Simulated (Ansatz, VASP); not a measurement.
**Two plane-wave programs on CaSe**

The input INCAR:

```
PREC = Accurate
ENCUT = 600
EDIFF = 1E-6
ISMEAR = -1
SIGMA = 0.02
LREAL = False
LASPH = True
NELM = 80
ALGO = Normal
ISIF = 3
LWAVE = False
LCHARG = False
GGA = PE
IBRION = 2
NSW = 100
EDIFFG = -0.005
```

KPOINTS

```
regular mesh
0
Gamma
  7 7 7
```

Contents of POSCAR:

```
CaSe
1.0
    0.0000000000      2.9948991977      2.9948991977
    2.9948991977      0.0000000000      2.9948991977
    2.9948991977      2.9948991977      0.0000000000
Ca Se
1 1
Direct
    0.0000000000      0.0000000000      0.0000000000
    0.5000000000      0.5000000000      0.5000000000
```

Input for Ansatz:

```yaml
crystal:
  lattice:
    - [0.0, 2.9948991977, 2.9948991977]
    - [2.9948991977, 0.0, 2.9948991977]
    - [2.9948991977, 2.9948991977, 0.0]
  atoms:
    - { symbol: Ca, position: [0.0, 0.0, 0.0] }
    - { symbol: Se, position: [0.5, 0.5, 0.5] }
kpoints:
  mp_grid: { grid: [7, 7, 7] }
scf:
  occupations: { method: fermi_dirac, width: 0.02 }
hamiltonian:
  xc: pbe
  pseudopotentials: { kind: paw }
output:
  forces: true
  stress: true
  efg: { contact_densities: true }
relax:
  f_tol: 0.005
  max_steps: 80
  cell: {}
```

Alike in both runs: task relaxation of cell and atoms; functional PBE; k mesh 7 × 7 × 7; occupations fermi-dirac, width 0.02 eV; no spin polarisation.

```csv
,VASP,Ansatz
version,VASP 6.6.1,Ansatz 0.2.0
potentials or method,"VASP PAW PBE potentials, release 64 (Ca_sv, Se)","PAW with Ansatz's default frozen-core files, scalar-relativistic"
plane-wave cutoff (eV),600,420
valence electrons in the cell,16,26
```

Ansatz gave:

| Property | Result |
| --- | --- |
| relaxed volume (Å³/atom) | 26.44 |
| relaxed cell length with the largest relative difference (Å) | 4.213 |

Which values does VASP return?

Relaxed volume (Å³/atom): 26.54; relaxed cell length with the largest relative difference (Å): 4.218.

VASP's potentials hold 16 valence electrons a cell and Ansatz's 26, so a difference there can come from the potentials and not from the codes.
